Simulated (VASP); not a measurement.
**NaCl: single point with PBE**

Crystal: NaCl.

```
Na Cl
1.0
     2.86950    0.00000    0.00000
     0.00000    2.86950    0.00000
     0.00000    0.00000    2.86950
Na Cl
1 1
Direct
  0.00000 0.00000 0.00000
  0.50000 0.50000 0.50000
```

This cell differs from its parent crystal: volume scaled by 1.01.

| Item | Value |
| --- | --- |
| Program | VASP 6.6.1 |
| Task | single point |
| Functional | PBE |
| Potentials or basis | VASP PAW PBE potentials, release 64 (Na_pv, Cl) |
| Cutoff | 500 eV |
| k mesh | 8 × 8 × 8 |
| Occupations | fermi-dirac, width 0.02 eV |
| Spin | no spin polarisation |

```json
{
 "Pressure": "62.6 GPa",
 "Band gap on the k mesh": "4.46 eV, direct"
}
```

Levels at points of the mesh, in eV from the valence-band top:
```tsv
k point	band 4	band 5	band 6	band 7	band 8	band 9	band 10	band 11
(0.00, 0.00, 0.00)	-16.89	-1.24	-1.24	-1.24	6.74	6.74	7.36	17.80
(0.50, 0.00, 0.00)	-15.27	-6.80	-0.77	-0.77	9.26	9.32	12.76	12.76
(0.50, 0.50, 0.00)	-14.53	-5.27	-5.27	0.00	4.46	10.74	12.82	12.82
(0.50, 0.50, 0.50)	-13.35	-4.71	-4.71	-4.71	6.37	6.37	6.37	17.01
```

It took 9 s on 1 thread of Intel(R) Xeon(R) Platinum 8488C (Sapphire Rapids), with other jobs on the host, peak memory 0.13 GiB.

 A k mesh can miss the band edges.
